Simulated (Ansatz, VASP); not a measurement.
Na: VASP beside Ansatz

File INCAR:

```
  ALGO = Normal
  EDIFF = 1E-8
  ENCUT = 400
  GGA = PE
  GGA_COMPAT = F
  ISIF = 2
  ISMEAR = -1
  LASPH = T
  LCHARG = F
  LEFG = T
  LREAL = F
  LWAVE = F
  NBANDS = 10
  NELM = 120
  PREC = Accurate
  SIGMA = 0.05
```

File KPOINTS:

```
k-points
0
Gamma
  12 12 12
```

POSCAR

```
Na
1.0
   -2.0888816270      2.0888816270      2.0888816270
    2.0888816270     -2.0888816270      2.0888816270
    2.0888816270      2.0888816270     -2.0888816270
Na
1
Direct
    0.0000000000      0.0000000000      0.0000000000
```

Input for Ansatz:

```yaml
crystal:
  lattice:
    - [-2.088881627, 2.088881627, 2.088881627]
    - [2.088881627, -2.088881627, 2.088881627]
    - [2.088881627, 2.088881627, -2.088881627]
  atoms:
    - { symbol: Na, position: [0.0, 0.0, 0.0] }
kpoints:
  mp_grid: { grid: [12, 12, 12] }
scf:
  occupations: { method: fermi_dirac, width: 0.05 }
hamiltonian:
  xc: pbe
  pseudopotentials: { kind: all_electron, datasets: crystal }
output:
  forces: true
  stress: true
  eigenvalues: true
  efg: { contact_densities: true }
```

Change from the starting cell: volume scaled by 0.96, crystal datasets.

Alike in both runs: task electric field gradients; functional PBE; k mesh 12 × 12 × 12; occupations fermi-dirac, width 0.05 eV; no spin polarisation.

|  | VASP | Ansatz |
| --- | --- | --- |
| version | VASP 6.6.1 | Ansatz 0.2.0 |
| potentials or method | VASP PAW PBE potentials, release 64 (Na_pv), cutoff 400 eV | all-electron PAW with datasets made for the crystal, scalar-relativistic |

|  | VASP | Ansatz | Ansatz less VASP |
| --- | --- | --- | --- |
| pressure (GPa) | -0.1 | 0.1 | +0.20 |

Ansatz ran all-electron here, and VASP with PAW potentials.
